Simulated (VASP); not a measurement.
# Zr (P6/mmm) in VASP: notebook

Zr is run at these levels: PBE; tasks: single point.

All numbers are computed with VASP 6.6.1; they aren't measurements. Logs are shortened: lines on timing, memory, paths and dates and some standing lists are left out, and cuts for length are marked.

## 1. The cell of the first run

Symmetry: P6/mmm, No. 191, hexagonal system. Conventional cell: a = 4.728 Å, b = 4.728 Å, c = 2.947 Å, α = 90.00°, β = 90.00°, γ = 120.00°. Within 3.9 Å of Zr (site symmetry 6/mmm) lie 14 Zr at 2.95 to 3.10 Å. Zr (site symmetry -6m2) has 11 Zr at 2.73 to 3.10 Å within 3.6 Å.

## 2. Single point, PBE

Input file INCAR:

```
  PREC = Accurate
  ENCUT = 520
  EDIFF = 1E-6
  ISMEAR = -1
  SIGMA = 0.08
  LREAL = False
  LASPH = True
  NELM = 60
  ALGO = Normal
  ISIF = 2
  LWAVE = False
  LCHARG = False
  GGA = PE
  NBANDS = 25
```

Input file KPOINTS:

```
regular mesh
0
Gamma
  8 8 11
```

Input file POSCAR:

```
Zr
1.0
    4.7282095958      0.0000000000      0.0000000000
   -2.3641047979      4.0947496244      0.0000000000
    0.0000000000      0.0000000000      2.9473623263
Zr
3
Direct
    0.0000000000      0.0000000000      0.0000000000
    0.3333333333      0.6666666667      0.5000000000
    0.6666666667      0.3333333333      0.5000000000
```

Potentials or basis: VASP PAW PBE potentials, release 64 (Zr_sv).

The run is started by

```console
> cat potpaw_PBE.64/Zr_sv/POTCAR > POTCAR
> mpirun -np 1 vasp_std > vasp.out
```

OUTCAR:

```text
PREC = Accurate
   ENCUT = 520
   EDIFF = 1E-6
   ISMEAR = -1
   LREAL = False
   LASPH = True
   NELM = 60
   ISIF = 2
   GGA = PE

 ion  position               nearest neighbor table
   1  0.000  0.000  0.000-   2 3.10   3 3.10   2 3.10   3 3.10   3 3.10   3 3.10   2 3.10   2 3.10
                             3 3.10   3 3.10   2 3.10   2 3.10
   2  0.333  0.667  0.500-   3 2.73   3 2.73   3 2.73   1 3.10   1 3.10   1 3.10   1 3.10   1 3.10
                             1 3.10
   3  0.667  0.333  0.500-   2 2.73   2 2.73   2 2.73   1 3.10   1 3.10   1 3.10   1 3.10   1 3.10
                             1 3.10

  LATTYP: Found a hexagonal cell.
 ALAT       =     4.7282095958
 C/A-ratio  =     0.6233569529

  Lattice vectors:

 A1 = (   4.7282095958,   0.0000000000,   0.0000000000)
 A2 = (  -2.3641047979,   4.0947496244,   0.0000000000)
 A3 = (   0.0000000000,   0.0000000000,   2.9473623263)

Analysis of symmetry for initial positions (statically):
=====================================================================
 Subroutine PRICEL returns:
 Original cell was already a primitive cell.

 Routine SETGRP: Setting up the symmetry group for a
 hexagonal supercell.

 Subroutine GETGRP returns: Found 24 space group operations
 (whereof 24 operations were pure point group operations)
 out of a pool of 24 trial point group operations.

The static configuration has the point symmetry D_6h.

Analysis of symmetry for dynamics (positions and initial velocities):
=====================================================================
 Subroutine PRICEL returns:
 Original cell was already a primitive cell.

 Routine SETGRP: Setting up the symmetry group for a
 hexagonal supercell.

 Subroutine GETGRP returns: Found 24 space group operations
 (whereof 24 operations were pure point group operations)
 out of a pool of 24 trial point group operations.

The dynamic configuration has the point symmetry D_6h.

 Subroutine INISYM returns: Found 24 space group operations
 (whereof 24 operations are pure point group operations),
 and found     1 'primitive' translations

----------------------------------------------------------------------------------------

                                     Primitive cell

  volume of cell :      57.0634

  direct lattice vectors                    reciprocal lattice vectors
     4.728209596  0.000000000  0.000000000     0.211496546  0.122107588  0.000000000
    -2.364104798  4.094749624  0.000000000     0.000000000  0.244215176  0.000000000
     0.000000000  0.000000000  2.947362326     0.000000000  0.000000000  0.339286416

  length of vectors
     4.728209596  4.728209596  2.947362326     0.244215176  0.244215176  0.339286416

  position of ions in fractional coordinates (direct lattice)
     0.000000000  0.000000000  0.000000000
     0.333333333  0.666666667  0.500000000
     0.666666667  0.333333333  0.500000000

  ion indices of the primitive-cell ions
   primitive index   ion index
                 1           1
                 2           2
                 3           3

----------------------------------------------------------------------------------------

 KPOINTS: regular mesh

Automatic generation of k-mesh.
 Grid dimensions read from file:
 generate k-points for:    8    8   11

 Generating k-lattice:

  Cartesian coordinates                     Fractional coordinates (reciprocal lattice)
     0.026437068  0.015263448  0.000000000     0.125000000 -0.000000000  0.000000000
     0.000000000  0.030526897  0.000000000     0.000000000  0.125000000  0.000000000
     0.000000000  0.000000000  0.030844220     0.000000000  0.000000000  0.090909091

  Length of vectors
     0.030526897  0.030526897  0.030844220

  Shift w.r.t. Gamma in fractional coordinates (k-lattice)
     0.000000000  0.000000000  0.000000000

 Subroutine IBZKPT returns following result:
 ===========================================

 Found     60 irreducible k-points:

 Following reciprocal coordinates:
            Coordinates               Weight
  0.000000  0.000000  0.000000      1.000000
  0.125000 -0.000000  0.000000      6.000000
  0.250000 -0.000000  0.000000      6.000000
  0.375000 -0.000000  0.000000      6.000000
  0.500000 -0.000000  0.000000      3.000000
  0.125000  0.125000  0.000000      6.000000
[... 16 lines left out ...]
  0.250000 -0.000000  0.181818     12.000000
  0.375000 -0.000000  0.181818     12.000000
 [... further k-points ...]
   k-points           NKPTS =     60   k-points in BZ     NKDIM =     60   number of bands    NBANDS=     25
   number of dos      NEDOS =    301   number of ions     NIONS =      3
   total plane-waves  NPLWV =  31104
   dimension x,y,z NGX =    36 NGY =   36 NGZ =   24
   dimension x,y,z NGXF=    72 NGYF=   72 NGZF=   48
   ions per type =               3
   NGX,Y,Z   is equivalent  to a cutoff of  12.66, 12.66, 13.54 a.u.
   NGXF,Y,Z  is equivalent  to a cutoff of  25.32, 25.32, 27.07 a.u.
 SYSTEM =  unknown system
   PREC   = accura    normal or accurate (medium, high low for compatibility)
   ISTART =      0    job   : 0-new  1-cont  2-samecut
   ICHARG =      2    charge: 1-file 2-atom 10-const
   ISPIN  =      1    spin polarized calculation?
   LNONCOLLINEAR =      F non collinear calculations
   LSORBIT =      F    spin-orbit coupling
   LASPH  =      T    aspherical Exc in radial PAW
   ENCUT  =  520.0 eV  38.22 Ry    6.18 a.u.   8.79  8.79  5.48*2*pi/ulx,y,z
   NELM   =     60;   NELMIN=  2; NELMDL= -5     # of ELM steps
   EDIFF  = 0.1E-05   stopping-criterion for ELM
   LREAL  =      F    real-space projection
   EDIFFG = 0.1E-04   stopping-criterion for IOM
   NSW    =      0    number of steps for IOM
   IBRION =     -1    ionic relax: 0-MD 1-quasi-New 2-CG
   NFREE  =      0    steps in history (QN), initial steepest desc. (CG)
   ISIF   =      2    stress and relaxation
   ISYM   =      2    0-nonsym 1-usesym 2-fastsym
   POTIM  = 0.5000    time-step for ionic-motion
   TEBEG  =    0.0;   TEEND  =   0.0 temperature during run
   PSTRESS=    0.0 pullay stress
   NELECT =      36.0000    total number of electrons
   NUPDOWN=      -1.0000    fix difference up-down
   EMIN   =  10.00;   EMAX   =-10.00  energy-range for DOS
   EFERMI =   0.00;   METHOD = LEGACY
   ISMEAR =    -1;   SIGMA  =   0.08  broadening in eV -4-tet -1-fermi 0-gaus
   EFERMI_NEDOS =   21; number of points for ismear=-14 and -15
   IALGO  =     38    algorithm
   IMIX   =      4    mixing-type and parameters
     AMIX     =   0.40;   BMIX     =  1.00
     AMIX_MAG =   1.60;   BMIX_MAG =  1.00
  volume/ion in A,a.u.               =      19.02       128.36
  Fermi-wavevector in a.u.,A,eV,Ry     =   1.404073  2.653314 26.822825  1.971422
  Thomas-Fermi vector in A             =   2.526672
   LORBIT       =      0    0 simple, 1 ext, 2 COOP (PROOUT), +10 PAW based schemes
   GGA     = PE    functional components
[... 5 lines left out ...]
 non-spin polarized calculation
  energy-cutoff  :      520.00
  volume of cell :       57.06
 maximum number of plane-waves:      1553
 NGX is ok and might be reduce to    36
   NGX = 17   NGY = 17   NGZ = 11

 number of electron      36.0000000 magnetization

 Free energy of the ion-electron system (eV)
  ---------------------------------------------------
  ext. energy  EPLUGINS =         0.00000000
  ---------------------------------------------------
  free energy    TOTEN  =       -24.71806220 eV

  energy without entropy =      -24.66372356  energy(sigma->0) =      -24.69089288

 E-fermi :  11.2331     XC(G=0): -12.0345

 val. band max:       11.1959717860   @ k =   0.1250  -0.0000   0.0909
 cond. band min:      11.2655579723   @ k =   0.5000  -0.0000   0.1818
 fundamental gap:      0.0695861863
 Fermi energy:        11.2331353390

 k-point     1 :       0.0000    0.0000    0.0000
  band No.  band energies     occupation
      1     -37.2190      2.00000
      2     -36.9145      2.00000
      3     -36.6271      2.00000
      4     -15.7173      2.00000
      5     -15.7173      2.00000
      6     -15.4793      2.00000
[... 17 lines left out ...]
     24      13.8911      0.00000
     25      13.9143      0.00000

 k-point     2 :       0.1250   -0.0000    0.0000
  band No.  band energies     occupation
      1     -37.2035      2.00000
      2     -36.9167      2.00000
      3     -36.6419      2.00000
      4     -15.8484      2.00000
      5     -15.7966      2.00000
      6     -15.3319      2.00000
[... 17 lines left out ...]
     24      13.3931      0.00000
     25      14.6101      0.00000

 k-point     3 :       0.2500   -0.0000    0.0000
  band No.  band energies     occupation
      1     -37.1628      2.00000
      2     -36.9205      2.00000
      3     -36.6825      2.00000
      4     -16.0138      2.00000
      5     -15.8073      2.00000
      6     -15.1230      2.00000
[... 17 lines left out ...]
     24      13.9809      0.00000
     25      15.3929      0.00000

 k-point     4 :       0.3750   -0.0000    0.0000
  band No.  band energies     occupation
      1     -37.1160      2.00000
      2     -36.9189      2.00000
      3     -36.7347      2.00000
      4     -16.1251      2.00000
      5     -15.6685      2.00000
      6     -15.0950      2.00000
[... 17 lines left out ...]
     24      14.8889      0.00000
     25      15.1057      0.00000

 k-point     5 :       0.5000   -0.0000    0.0000
  band No.  band energies     occupation
      1     -37.0943      2.00000
      2     -36.9136      2.00000
      3     -36.7632      2.00000
      4     -16.1639      2.00000
      5     -15.4232      2.00000
      6     -15.3753      2.00000
[... 17 lines left out ...]
     24      14.1764      0.00000
     25      15.7576      0.00000

 k-point     6 :       0.1250    0.1250    0.0000
  band No.  band energies     occupation
      1     -37.1753      2.00000
      2     -36.9195      2.00000
      3     -36.6699      2.00000
      4     -15.9362      2.00000
      5     -15.8629      2.00000
      6     -15.1614      2.00000
[... 17 lines left out ...]
     24      13.8010      0.00000
     25      15.2959      0.00000
[... 393 lines left out ...]
 k-point    21 :       0.0000    0.0000    0.1818
  band No.  band energies     occupation
      1     -37.1599      2.00000
      2     -36.9009      2.00000
      3     -36.5926      2.00000
      4     -15.6697      2.00000
      5     -15.6697      2.00000
      6     -15.3873      2.00000
[... 17 lines left out ...]
     24      13.5747      0.00000
     25      14.9028      0.00000

 k-point    22 :       0.1250   -0.0000    0.1818
  band No.  band energies     occupation
      1     -37.1461      2.00000
      2     -36.9014      2.00000
      3     -36.6073      2.00000
      4     -15.7709      2.00000
      5     -15.7239      2.00000
      6     -15.2808      2.00000
[... 17 lines left out ...]
     24      13.4741      0.00000
     25      15.2671      0.00000

 k-point    23 :       0.2500   -0.0000    0.1818
  band No.  band energies     occupation
      1     -37.1106      2.00000
      2     -36.8996      2.00000
      3     -36.6477      2.00000
      4     -15.9142      2.00000
      5     -15.7405      2.00000
      6     -15.1415      2.00000
[... 17 lines left out ...]
     24      13.7959      0.00000
     25      15.7469      0.00000

 k-point    24 :       0.3750   -0.0000    0.1818
  band No.  band energies     occupation
      1     -37.0723      2.00000
      2     -36.8886      2.00000
      3     -36.7003      2.00000
      4     -16.0140      2.00000
      5     -15.6446      2.00000
      6     -15.2135      2.00000
[... 17 lines left out ...]
     24      14.4828      0.00000
     25      15.1337      0.00000

 [... further k-points ...]
[... 5 lines left out ...]
  --------------------------------------------------------------------------------------
  -------------------------------------------------------------------------------------
  Total        9.2905241      9.2905241      9.2742645      0.0000000      0.0000000      0.0000000
  in kB      260.8514152    260.8514152    260.3948905      0.0000000      0.0000000      0.0000000
  external PRESSURE =     260.6992403 kB  Pullay stress =       0.0000000 kB

 VOLUME and BASIS-vectors are now :
 -----------------------------------------------------------------------------
  energy-cutoff  :      520.00
  volume of cell :       57.06
      direct lattice vectors                 reciprocal lattice vectors
     4.728209596  0.000000000  0.000000000     0.211496546  0.122107588  0.000000000
    -2.364104798  4.094749624  0.000000000     0.000000000  0.244215176  0.000000000
     0.000000000  0.000000000  2.947362326     0.000000000  0.000000000  0.339286416

 POSITION                                       TOTAL-FORCE (eV/Angst)
 -----------------------------------------------------------------------------------
      0.00000      0.00000      0.00000         0.000000      0.000000      0.000000
     -0.00000      2.72983      1.47368         0.000000      0.000000     -0.000000
      2.36410      1.36492      1.47368        -0.000000      0.000000      0.000000
 -----------------------------------------------------------------------------------
    total drift:                                0.000000     -0.000000     -0.000000

  FREE ENERGIE OF THE ION-ELECTRON SYSTEM (eV)
  ---------------------------------------------------
  free  energy   TOTEN  =       -24.7180622042 eV

  energy  without entropy=      -24.6637235635  energy(sigma->0) =      -24.69089288
```

It took 28 s on 1 thread of Intel Xeon 6975P-C (Granite Rapids), shared host; peak memory 0.21 GiB.

Results:

- Free energy: -24.7181 eV
- Pressure: 26.1 GPa
- Band gap on the k mesh: zero (band 18 reaches 11.67 eV, above the bottom of band 19 at 10.87 eV)

## 3. Single point, PBE

Input file INCAR:

```
SYSTEM = Zr
  PREC = Accurate
  ENCUT = 520
  EDIFF = 1E-6
  ISMEAR = -1
  SIGMA = 0.08
  LREAL = .FALSE.
  LASPH = .TRUE.
  NELM = 100
  ALGO = Normal
  ISIF = 2
  LWAVE = .FALSE.
  LCHARG = .FALSE.
  GGA = PE
  NBANDS = 25
```

Input file KPOINTS:

```
Automatic mesh
0
G
  8 8 11
  0 0 0
```

Input file POSCAR:

```
Zr
1.0
    4.7285170252      0.0000000000      0.0000000000
   -2.3642585126      4.0950158660      0.0000000000
    0.0000000000      0.0000000000      2.9475643727
Zr
3
Direct
    0.0000000000      0.0000000000      0.0000000000
    0.3333333333      0.6666666667      0.5000000000
    0.6666666667      0.3333333333      0.5000000000
```

Potentials or basis: VASP PAW PBE potentials, release 64 (Zr_sv).

The run is started by

```console
> cat potpaw_PBE.64/Zr_sv/POTCAR > POTCAR
> mpirun -np 1 vasp_std > vasp.out
```

OUTCAR:

```text
SYSTEM = Zr
   PREC = Accurate
   ENCUT = 520
   EDIFF = 1E-6
   ISMEAR = -1
   LREAL = .FALSE.
   LASPH = .TRUE.
   NELM = 100
   ISIF = 2
   GGA = PE

 ion  position               nearest neighbor table
   1  0.000  0.000  0.000-   2 3.10   3 3.10   2 3.10   3 3.10   2 3.10   2 3.10   3 3.10   3 3.10
                             3 3.10   3 3.10   2 3.10   2 3.10
   2  0.333  0.667  0.500-   3 2.73   3 2.73   3 2.73   1 3.10   1 3.10   1 3.10   1 3.10   1 3.10
                             1 3.10
   3  0.667  0.333  0.500-   2 2.73   2 2.73   2 2.73   1 3.10   1 3.10   1 3.10   1 3.10   1 3.10
                             1 3.10

  LATTYP: Found a hexagonal cell.
 ALAT       =     4.7285170252
 C/A-ratio  =     0.6233591540

  Lattice vectors:

 A1 = (   4.7285170252,   0.0000000000,   0.0000000000)
 A2 = (  -2.3642585126,   4.0950158660,   0.0000000000)
 A3 = (   0.0000000000,   0.0000000000,   2.9475643727)

Analysis of symmetry for initial positions (statically):
=====================================================================
 Subroutine PRICEL returns:
 Original cell was already a primitive cell.

 Routine SETGRP: Setting up the symmetry group for a
 hexagonal supercell.

[... 163 lines left out ...]
  ---------------------------------------------------
  free energy    TOTEN  =       -24.71991056 eV

  energy without entropy =      -24.66556859  energy(sigma->0) =      -24.69273958

 E-fermi :  11.2306     XC(G=0): -12.0335

 val. band max:       11.1931998788   @ k =   0.1250   0.0000   0.0909
 cond. band min:      11.2631935896   @ k =   0.5000   0.0000   0.1818
 fundamental gap:      0.0699937107
 Fermi energy:        11.2306256345

 k-point     1 :       0.0000    0.0000    0.0000
  band No.  band energies     occupation
      1     -37.2217      2.00000
      2     -36.9175      2.00000
      3     -36.6301      2.00000
      4     -15.7198      2.00000
      5     -15.7198      2.00000
      6     -15.4819      2.00000
[... 661 lines left out ...]
     24      14.4798      0.00000
     25      15.1304      0.00000

 [... further k-points ...]
[... 5 lines left out ...]
  --------------------------------------------------------------------------------------
  -------------------------------------------------------------------------------------
  Total        9.2798049      9.2798049      9.2636348      0.0000000     -0.0000000      0.0000000
  in kB      260.4987152    260.4987152    260.0447932      0.0000000     -0.0000000      0.0000000
  external PRESSURE =     260.3474078 kB  Pullay stress =       0.0000000 kB

 VOLUME and BASIS-vectors are now :
 -----------------------------------------------------------------------------
  energy-cutoff  :      520.00
  volume of cell :       57.07
      direct lattice vectors                 reciprocal lattice vectors
     4.728517025  0.000000000  0.000000000     0.211482796  0.122099649  0.000000000
    -2.364258513  4.095015866  0.000000000     0.000000000  0.244199298  0.000000000
     0.000000000  0.000000000  2.947564373     0.000000000  0.000000000  0.339263159

 POSITION                                       TOTAL-FORCE (eV/Angst)
 -----------------------------------------------------------------------------------
      0.00000      0.00000      0.00000         0.000000      0.000000      0.000000
     -0.00000      2.73001      1.47378         0.000000      0.000000     -0.000000
      2.36426      1.36501      1.47378        -0.000000     -0.000000      0.000000
 -----------------------------------------------------------------------------------
    total drift:                                0.000000     -0.000000     -0.000000

  FREE ENERGIE OF THE ION-ELECTRON SYSTEM (eV)
  ---------------------------------------------------
  free  energy   TOTEN  =       -24.7199105597 eV

  energy  without entropy=      -24.6655685945  energy(sigma->0) =      -24.69273958
```

OSZICAR:

```text
N       E                     dE             d eps       ncg     rms          rms(c)
DAV:   1     0.365809024461E+03    0.36581E+03   -0.20080E+04  3000   0.148E+03
DAV:   2     0.367430733731E+00   -0.36544E+03   -0.35741E+03  3495   0.432E+02
DAV:   3    -0.246112282947E+02   -0.24979E+02   -0.24434E+02  5517   0.819E+01
DAV:   4    -0.254523548644E+02   -0.84113E+00   -0.83805E+00  3707   0.159E+01
DAV:   5    -0.254751925687E+02   -0.22838E-01   -0.22825E-01  4533   0.232E+00    0.263E+01
DAV:   6    -0.248115102061E+02    0.66368E+00   -0.11712E+00  3550   0.827E+00    0.118E+01
DAV:   7    -0.247152100544E+02    0.96300E-01   -0.86818E-01  3998   0.625E+00    0.149E+00
DAV:   8    -0.247139229492E+02    0.12871E-02   -0.12965E-01  4287   0.243E+00    0.118E+00
DAV:   9    -0.247206783021E+02   -0.67554E-02   -0.47332E-02  3652   0.201E+00    0.375E-01
DAV:  10    -0.247199297269E+02    0.74858E-03   -0.55011E-03  3709   0.661E-01    0.301E-02
DAV:  11    -0.247199179678E+02    0.11759E-04   -0.22145E-04  4299   0.105E-01    0.165E-02
DAV:  12    -0.247199097210E+02    0.82468E-05   -0.13534E-05  4125   0.322E-02    0.499E-03
DAV:  13    -0.247199105597E+02   -0.83870E-06   -0.83186E-07  2166   0.833E-03
   1 F= -.24719911E+02 E0= -.24692740E+02  d E =-.543420E-01
```

stdout:

```text
POSCAR found type information on POSCAR Zr
 POSCAR found :  1 types and       3 ions
 scaLAPACK will be used
 LDA part: xc-table for (Slater+PW92), standard interpolation
 POSCAR, INCAR and KPOINTS ok, starting setup
 FFT: planning ... GRIDC
 FFT: planning ... GRID_SOFT
 FFT: planning ... GRID
 WAVECAR not read
 entering main loop
```

Wall time 26 s (1 thread of Intel Xeon 6975P-C (Granite Rapids), shared host); peak memory 0.21 GiB.

What came out:

```
Free energy            : -24.7199 eV
Pressure               : 26.0 GPa
Band gap on the k mesh : zero (band 18 reaches 11.67 eV, above the bottom of band 19 at 10.87 eV)
```

Levels at points of the mesh, in eV from the Fermi level:
```csv
k point,band 15,band 16,band 17,band 18,band 19,band 20,band 21,band 22
"(0.00, 0.00, 0.00)",-0.34,-0.34,-0.29,-0.29,-0.13,0.94,1.90,1.90
"(0.50, 0.00, 0.00)",-2.94,-0.88,-0.87,-0.60,-0.10,0.88,1.23,2.63
```
